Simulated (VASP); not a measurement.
# Si6N (Pm-3m) in VASP: a series of runs, part 2 of 3

VASP 6.6.1. Earlier steps stand in the parts before.

## Step 4: Relaxation of cell and atoms, PBE, collinear spin, ferromagnetic start

INCAR reads:

```
SYSTEM = Si6N
PREC     = Accurate       ! precision mode
ENCUT    = 600            ! plane-wave cutoff, eV
EDIFF    = 1E-6           ! SCF threshold, eV
ISMEAR   = 0              ! smearing method
SIGMA    = 0.1            ! smearing width, eV
LREAL    = .FALSE.        ! projectors in reciprocal space
LASPH    = .TRUE.         ! aspherical terms in the spheres
NELM     = 150            ! most SCF steps
ALGO     = Normal         ! electronic algorithm
ISIF     = 3              ! what is computed and relaxed
LWAVE    = .FALSE.        ! write WAVECAR
LCHARG   = .FALSE.        ! write CHGCAR
ISPIN    = 2              ! spin polarisation
MAGMOM   = 0 0 0 0 0 0 1  ! initial moments
LORBIT   = 11             ! projections on sites
GGA      = PE             ! functional
IBRION   = 2              ! ionic algorithm
NSW      = 90             ! ionic steps
EDIFFG   = -0.04          ! ionic threshold
```

KPOINTS reads:

```
Automatic mesh
0
G
  4 4 4
  0 0 0
```

POSCAR reads:

```
Si6N
1.0
    4.6820782300      0.0000000000      0.0000000000
    0.0000000000      4.6820782300      0.0000000000
    0.0000000000      0.0000000000      4.6820782300
Si N
6 1
Direct
    0.0000000000      0.0000000000      0.2930000100
    0.0000000000      0.0000000000      0.7069999900
    0.2930000100      0.0000000000      0.0000000000
    0.7069999900      0.0000000000      0.0000000000
    0.0000000000      0.2930000100      0.0000000000
    0.0000000000      0.7069999900      0.0000000000
    0.5000000000      0.5000000000      0.5000000000
```

Potentials or basis: VASP PAW PBE potentials, release 64 (Si, N).

Launch:

```sh
$ cat potpaw_PBE.64/Si/POTCAR potpaw_PBE.64/N/POTCAR > POTCAR
$ mpirun -np 1 vasp_std > vasp.out
```

OUTCAR:

```text
SYSTEM = Si6N
   PREC = Accurate
   ENCUT = 600
   EDIFF = 1E-6
   ISMEAR = 0
   LREAL = .FALSE.
   LASPH = .TRUE.
   NELM = 150
   ISIF = 3
   ISPIN = 2
   LORBIT = 11
   GGA = PE
   IBRION = 2
   NSW = 90
   EDIFFG = -0.04

 ion  position               nearest neighbor table
   1  0.000  0.000  0.293-   2 1.94   3 1.94   4 1.94   5 1.94   6 1.94   2 2.74
   2  0.000  0.000  0.707-   1 1.94   3 1.94   4 1.94   5 1.94   6 1.94   1 2.74
   3  0.293  0.000  0.000-   4 1.94   2 1.94   1 1.94   5 1.94   6 1.94   4 2.74
   4  0.707  0.000  0.000-   3 1.94   2 1.94   1 1.94   5 1.94   6 1.94   3 2.74
   5  0.000  0.293  0.000-   6 1.94   2 1.94   3 1.94   4 1.94   1 1.94   6 2.74
   6  0.000  0.707  0.000-   5 1.94   2 1.94   3 1.94   4 1.94   1 1.94   5 2.74
   7  0.500  0.500  0.500-

  LATTYP: Found a simple cubic cell.
 ALAT       =     4.6820782300

  Lattice vectors:

 A1 = (   4.6820782300,   0.0000000000,   0.0000000000)
 A2 = (   0.0000000000,   4.6820782300,   0.0000000000)
 A3 = (   0.0000000000,   0.0000000000,   4.6820782300)

Analysis of symmetry for initial positions (statically):
=====================================================================
 Subroutine PRICEL returns:
 Original cell was already a primitive cell.

 Routine SETGRP: Setting up the symmetry group for a
 simple cubic supercell.

 Subroutine GETGRP returns: Found 48 space group operations
 (whereof 48 operations were pure point group operations)
 out of a pool of 48 trial point group operations.

The static configuration has the point symmetry O_h .

Analysis of symmetry for dynamics (positions and initial velocities):
=====================================================================
 Subroutine PRICEL returns:
 Original cell was already a primitive cell.

 Routine SETGRP: Setting up the symmetry group for a
 simple cubic supercell.

 Subroutine GETGRP returns: Found 48 space group operations
 (whereof 48 operations were pure point group operations)
 out of a pool of 48 trial point group operations.

The dynamic configuration has the point symmetry O_h .

Analysis of structural, dynamic, and magnetic symmetry:
=====================================================================
 Subroutine PRICEL returns:
 Original cell was already a primitive cell.

 Routine SETGRP: Setting up the symmetry group for a
 simple cubic supercell.

 Subroutine GETGRP returns: Found 48 space group operations
 (whereof 48 operations were pure point group operations)
 out of a pool of 48 trial point group operations.

The overall configuration has the point symmetry O_h .

 Subroutine INISYM returns: Found 48 space group operations
 (whereof 48 operations are pure point group operations),
 and found     1 'primitive' translations

----------------------------------------------------------------------------------------

                                     Primitive cell

  volume of cell :     102.6398

  direct lattice vectors                    reciprocal lattice vectors
     4.682078230  0.000000000  0.000000000     0.213580370  0.000000000  0.000000000
     0.000000000  4.682078230  0.000000000     0.000000000  0.213580370  0.000000000
     0.000000000  0.000000000  4.682078230     0.000000000  0.000000000  0.213580370

  length of vectors
     4.682078230  4.682078230  4.682078230     0.213580370  0.213580370  0.213580370

[... 51 lines left out ...]
  0.500000  0.250000  0.000000     12.000000
  0.500000  0.500000  0.000000      3.000000
  0.250000  0.250000  0.250000      8.000000
  0.500000  0.250000  0.250000     12.000000
  0.500000  0.500000  0.250000      6.000000
  0.500000  0.500000  0.500000      1.000000
   k-points           NKPTS =     10   k-points in BZ     NKDIM =     10   number of bands    NBANDS=     19
   number of dos      NEDOS =    301   number of ions     NIONS =      7
   total plane-waves  NPLWV =  64000
   dimension x,y,z NGX =    40 NGY =   40 NGZ =   40
   dimension x,y,z NGXF=    80 NGYF=   80 NGZF=   80
   ions per type =               6   1
   NGX,Y,Z   is equivalent  to a cutoff of  14.20, 14.20, 14.20 a.u.
   NGXF,Y,Z  is equivalent  to a cutoff of  28.41, 28.41, 28.41 a.u.
 SYSTEM =  Si6N
   PREC   = accura    normal or accurate (medium, high low for compatibility)
   ISTART =      0    job   : 0-new  1-cont  2-samecut
   ICHARG =      2    charge: 1-file 2-atom 10-const
   ISPIN  =      2    spin polarized calculation?
   LNONCOLLINEAR =      F non collinear calculations
   LSORBIT =      F    spin-orbit coupling
   LASPH  =      T    aspherical Exc in radial PAW
   ENCUT  =  600.0 eV  44.10 Ry    6.64 a.u.   9.35  9.35  9.35*2*pi/ulx,y,z
   NELM   =    150;   NELMIN=  2; NELMDL= -5     # of ELM steps
   EDIFF  = 0.1E-05   stopping-criterion for ELM
   LREAL  =      F    real-space projection
   EDIFFG = -.4E-01   stopping-criterion for IOM
   NSW    =     90    number of steps for IOM
   IBRION =      2    ionic relax: 0-MD 1-quasi-New 2-CG
   NFREE  =      1    steps in history (QN), initial steepest desc. (CG)
   ISIF   =      3    stress and relaxation
   ISYM   =      2    0-nonsym 1-usesym 2-fastsym
   POTIM  = 0.5000    time-step for ionic-motion
   TEBEG  =    0.0;   TEEND  =   0.0 temperature during run
   PSTRESS=    0.0 pullay stress
   NELECT =      29.0000    total number of electrons
   NUPDOWN=      -1.0000    fix difference up-down
   EMIN   =  10.00;   EMAX   =-10.00  energy-range for DOS
   EFERMI =   0.00;   METHOD = LEGACY
   ISMEAR =     0;   SIGMA  =   0.10  broadening in eV -4-tet -1-fermi 0-gaus
   EFERMI_NEDOS =   21; number of points for ismear=-14 and -15
   IALGO  =     38    algorithm
   IMIX   =      4    mixing-type and parameters
     AMIX     =   0.40;   BMIX     =  1.00
     AMIX_MAG =   1.60;   BMIX_MAG =  1.00
  volume/ion in A,a.u.               =      14.66        98.95
  Fermi-wavevector in a.u.,A,eV,Ry     =   1.074242  2.030023 15.701070  1.153996
  Thomas-Fermi vector in A             =   2.210065
   LORBIT       =     11    0 simple, 1 ext, 2 COOP (PROOUT), +10 PAW based schemes
   GGA     = PE    functional components
   LHFCALC =     F    Hartree Fock is set to
   AEXX    =    0.0000 exact exchange contribution
   IVDW    =     0    specifies the selected vdW correction
   LEPSILON=     F    determine dielectric tensor
   LRPA    =     F    only Hartree local field effects (RPA)
 conjugate gradient relaxation of ions
 spin polarized calculation
 Gauss-broadening in eV      SIGMA  =   0.10
  energy-cutoff  :      600.00
  volume of cell :      102.64
 maximum number of plane-waves:      3450
 NGX is ok and might be reduce to    40
   NGX = 19   NGY = 19   NGZ = 19

--------------------------------------- Ionic step        1  -------------------------------------------

 number of electron      29.0000002 magnetization       1.6505007

 Free energy of the ion-electron system (eV)
  ---------------------------------------------------
  ext. energy  EPLUGINS =         0.00000000
  ---------------------------------------------------
  free energy    TOTEN  =       -11.63220121 eV

  energy without entropy =      -11.61401055  energy(sigma->0) =      -11.62310588

 E-fermi :   7.8965     XC(G=0): -10.0581

 val. band max:        7.7483124398   @ k =   0.2500   0.2500   0.2500
 cond. band min:       7.9010026790   @ k =   0.5000   0.2500   0.2500
 fundamental gap:      0.1526902392
 Fermi energy:         7.8964907780
[... 1458 lines left out ...]
      6       0.7576      1.00000
[... 11 lines left out ...]
     18       8.9323      0.00000
     19       8.9323      0.00000

[... ionic steps 4 to 11 ...]

--------------------------------------- Ionic step       12  -------------------------------------------

 number of electron      29.0000001 magnetization       0.0000654

 number of electron      29.0000001 magnetization      -0.0000581
[... 83 lines left out ...]
 number of electron      29.0000004 magnetization      -0.0000587

 number of electron      29.0000004 magnetization       0.0000032

 Free energy of the ion-electron system (eV)
  ---------------------------------------------------
  ext. energy  EPLUGINS =         0.00000000
  ---------------------------------------------------
  free energy    TOTEN  =       -28.72791430 eV

  energy without entropy =      -28.65824700  energy(sigma->0) =      -28.69308065

 E-fermi :   2.5971     XC(G=0):  -7.7235

 val. band max:        2.5810083378   @ k =   0.5000   0.5000   0.2500
 cond. band min:       2.6109038895   @ k =   0.5000   0.2500   0.2500
 fundamental gap:      0.0298955517
 Fermi energy:         2.5971480257
[... 477 lines left out ...]
  FREE ENERGIE OF THE ION-ELECTRON SYSTEM (eV)
  ---------------------------------------------------
  free  energy   TOTEN  =       -28.7279143018 eV

  energy  without entropy=      -28.6582470040  energy(sigma->0) =      -28.69308065

 reached required accuracy - stopping structural energy minimisation

 total charge

# of ion       s       p       d       tot
------------------------------------------
    1        0.813   0.821   0.000   1.634
    2        0.813   0.821   0.000   1.634
    3        0.813   0.821   0.000   1.634
    4        0.813   0.821   0.000   1.634
    5        0.813   0.821   0.000   1.634
    6        0.813   0.821   0.000   1.634
    7        1.364   1.895   0.000   3.259
--------------------------------------------------
tot          6.239   6.821   0.000  13.060

 magnetization (x)

# of ion       s       p       d       tot
------------------------------------------
    1        0.000   0.000   0.000   0.000
    2        0.000   0.000   0.000   0.000
    3        0.000   0.000   0.000   0.000
    4        0.000   0.000   0.000   0.000
    5        0.000   0.000   0.000   0.000
    6        0.000   0.000   0.000   0.000
    7       -0.000  -0.000   0.000  -0.000
--------------------------------------------------
tot         -0.000  -0.000   0.000  -0.000
```

It took 16 min on 1 thread of Intel Xeon Platinum 8488C (Sapphire Rapids), shared host; peak memory 0.29 GiB.

Results:

```yaml
Free_energy: -28.7279 eV
Relaxed_volume: 27.10 Å³/atom
Relaxed_cell: a = 5.746 Å, b = 5.746 Å, c = 5.746 Å, α = 90.00°, β = 90.00°, γ = 90.00°
Space_group_after_relaxing_to_0.05_Å: Pm-3m (No. 221)
Energy_gained_by_relaxing: 2442.2 meV/atom
Ionic_steps: 14
Pressure_after_relaxing: 0.1 GPa
Largest_force_after_relaxing: 0.010 eV/Å
Net_moment: 0.00 μB per cell
Valence_electrons_inside_the_program's_atomic_spheres: Si 1.63; N 3.26
```

Forces in eV/Å, atoms in the order of the input:
```
Si   0.000  0.000  0.010
Si   0.000  0.000 -0.010
Si   0.010  0.000  0.000
Si  -0.010  0.000  0.000
Si   0.000  0.010  0.000
Si   0.000 -0.010  0.000
N    0.000  0.000  0.000
```

The path:
| step | energy change (eV) | largest force (eV/Å) | pressure (GPa) | volume (Å³) |
| --- | --- | --- | --- | --- |
| 1 | 0.0000 | 11.7568 | 108.50 | 102.64 |
| 2 | 77.3431 | 101.9891 | 56.06 | 332.09 |
| 3 | 5.0539 | 35.2568 | 56.81 | 142.43 |
| 4 | 2.2606 | 31.2149 | 61.73 | 131.54 |
| 5 | 0.2226 | 22.8131 | 82.78 | 112.16 |
| 6 | -14.8614 | 4.6770 | -1.75 | 207.52 |
| 7 | -14.8095 | 5.1915 | -0.22 | 198.83 |
| 8 | -14.8578 | 4.8227 | -1.31 | 205.22 |
| 9 | -15.9727 | 3.7384 | 0.53 | 189.59 |
| 10 | -16.3948 | 0.7830 | 9.09 | 163.78 |
| 11 | -16.5335 | 2.2455 | 4.94 | 173.14 |
| 12 | -16.5411 | 1.9633 | 5.69 | 171.11 |
| 13 | -16.9024 | 1.0767 | 3.06 | 178.19 |
| 14 | -17.0957 | 0.0104 | 0.13 | 189.73 |

Final structure:
```
CELL_PARAMETERS angstrom
5.74621 0.00000 0.00000
0.00000 5.74621 0.00000
0.00000 0.00000 5.74621
ATOMIC_POSITIONS crystal
Si 0.00000 0.00000 0.29819
Si 0.00000 0.00000 0.70181
Si 0.29819 0.00000 0.00000
Si 0.70181 0.00000 0.00000
Si 0.00000 0.29819 0.00000
Si 0.00000 0.70181 0.00000
N 0.50000 0.50000 0.50000
```

Levels at points of the mesh, in eV from the Fermi level:
Spin up:
| k point | band 11 | band 12 | band 13 | band 14 | band 15 | band 16 | band 17 | band 18 |
| --- | --- | --- | --- | --- | --- | --- | --- | --- |
| (0.00, 0.00, 0.00) | -2.67 | -0.31 | -0.31 | -0.31 | -0.25 | -0.25 | -0.25 | 1.28 |
| (0.50, 0.00, 0.00) | -2.64 | -1.45 | -0.65 | -0.05 | 0.04 | 0.04 | 0.17 | 0.17 |
| (0.50, 0.50, 0.00) | -3.46 | -1.79 | -1.01 | -0.60 | -0.60 | -0.09 | 0.57 | 0.57 |
| (0.50, 0.50, 0.50) | -3.93 | -1.73 | -1.73 | -0.64 | 0.07 | 0.07 | 0.07 | 2.26 |
Spin down:
```csv
k point,band 10,band 11,band 12,band 13,band 14,band 15,band 16,band 17,band 18,band 19
"(0.00, 0.00, 0.00)",-2.67,-2.67,-0.31,-0.31,-0.31,-0.25,-0.25,-0.25,1.28,1.28
"(0.50, 0.00, 0.00)",-3.52,-2.64,-1.45,-0.65,-0.05,0.04,0.04,0.17,0.17,0.79
"(0.50, 0.50, 0.00)",-3.46,-3.46,-1.79,-1.01,-0.60,-0.60,-0.09,0.57,0.57,2.24
"(0.50, 0.50, 0.50)",-3.93,-3.93,-1.73,-1.73,-0.64,0.07,0.07,0.07,2.26,2.26
```

Caveat: the volume moved by over 15 % at a fixed basis, so the end points are rough.

[end of part 2 of 3]
